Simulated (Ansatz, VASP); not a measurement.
**One calculation of AgCl, two programs**

The input INCAR:

```
SYSTEM = AgCl
PREC = Accurate
ENCUT = 520
EDIFF = 1E-6
ISMEAR = -1
SIGMA = 0.03
LREAL = .FALSE.
LASPH = .TRUE.
NELM = 150
ALGO = Normal
ISIF = 2
LWAVE = .FALSE.
LCHARG = .FALSE.
ISPIN = 2
MAGMOM = 1 -4
LORBIT = 11
LMAXMIX = 4
GGA = PE
NBANDS = 20
```

File KPOINTS:

```
regular mesh
0
G
  11 11 11
  0 0 0
```

The input POSCAR:

```
AgCl
1.0
    0.0000000000      3.0295479172      3.0295479172
    3.0295479172      0.0000000000      3.0295479172
    3.0295479172      3.0295479172      0.0000000000
Ag Cl
1 1
Direct
    0.0000000000      0.0000000000      0.0000000000
    0.2500000000      0.2500000000      0.2500000000
```

Input for Ansatz:

```yaml
crystal:
  lattice:
    - [0.0, 3.0295479172, 3.0295479172]
    - [3.0295479172, 0.0, 3.0295479172]
    - [3.0295479172, 3.0295479172, 0.0]
  atoms:
    - { symbol: Ag, position: [0.0, 0.0, 0.0], spin: 1.0 }
    - { symbol: Cl, position: [0.25, 0.25, 0.25], spin: -4.0 }
kpoints:
  mp_grid: { grid: [11, 11, 11] }
  band_path:
    path:
      - [0.0, 0.0, 0.0]
      - [-0.5, -0.5, 0.0]
      - [-0.375, -0.375, 0.25]
      - [-0.375, 0.0, 0.375]
      - [0.0, 0.0, 0.0]
      - [0.0, 0.0, 0.5]
      - [-0.5, -0.25, 0.25]
      - [-0.5, -0.5, 0.0]
    npoints: 14
scf:
  occupations: { method: fermi_dirac, width: 0.03 }
hamiltonian:
  xc: pbe
  pseudopotentials: { kind: all_electron, lapw: { basis_error: 0.001 } }
output:
  forces: true
  stress: true
  eigenvalues: true
  populations: true
magnetization:
  spin_polarized: true
```

Alike in both runs: task single point; functional PBE; k mesh 11 × 11 × 11; occupations fermi-dirac, width 0.03 eV; collinear spin.

|  | VASP | Ansatz |
| --- | --- | --- |
| version | VASP 6.6.1 | Ansatz 0.2.0 |
| potentials or method | VASP PAW PBE potentials, release 64 (Ag, Cl), cutoff 520 eV | all-electron LAPW, scalar-relativistic |

VASP gave:

- gap on the k mesh at the Fermi level (eV): 1.29
- pressure (GPa): -0.1
- net moment per atom (μB): 0.00

Q: Which values does Ansatz return?

A: gap on the k mesh at the Fermi level (eV): 1.30; pressure (GPa): 0.0; net moment per atom (μB): 0.00.

Ansatz ran all-electron here, and VASP with PAW potentials. Ansatz's warnings: seeded moment not kept.
